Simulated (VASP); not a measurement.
HfMo2, 6 atoms in the cell. Symmetry: Fd-3m, No. 227, cubic system. Conventional cell: a = 7.703 Å, b = 7.703 Å, c = 7.703 Å, α = 90.00°, β = 90.00°, γ = 90.00°. Hf (site symmetry -43m) has 12 Mo at 3.19 Å and 4 Hf at 3.34 Å within 4.2 Å. Within 3.6 Å of Mo (site symmetry -3m) lie 6 Mo at 2.72 Å and 6 Hf at 3.19 Å. 

- Program: VASP 6.6.1
- Task: single point
- Functional: PBEsol
- Potentials or basis: VASP PAW PBE potentials, release 64 (Hf_pv, Mo_sv)
- Cutoff: 520 eV
- k mesh: 5 × 5 × 5
- Occupations: methfessel-paxton, width 0.1 eV
- Spin: no spin polarisation
- Dipole correction: no
- Further INCAR settings: ALGO = Normal; EDIFF = 1e-06; NBANDS = 47

Potentials or basis: VASP PAW PBE potentials, release 64 (Hf_pv, Mo_sv).

Run with:

```sh
$ cat potpaw_PBE.64/Hf_pv/POTCAR potpaw_PBE.64/Mo_sv/POTCAR > POTCAR
$ mpirun -np 1 vasp_std > vasp.out
```

Hardware: 1 thread of Intel(R) Xeon(R) Platinum 8488C (Sapphire Rapids), on a shared host.

Q: Estimate the wall time of this run.

A: Run time: 54 s on 1 thread of Intel(R) Xeon(R) Platinum 8488C (Sapphire Rapids), with other jobs on the host, peak memory 0.26 GiB. Counts: scf iterations 13, k points 10.
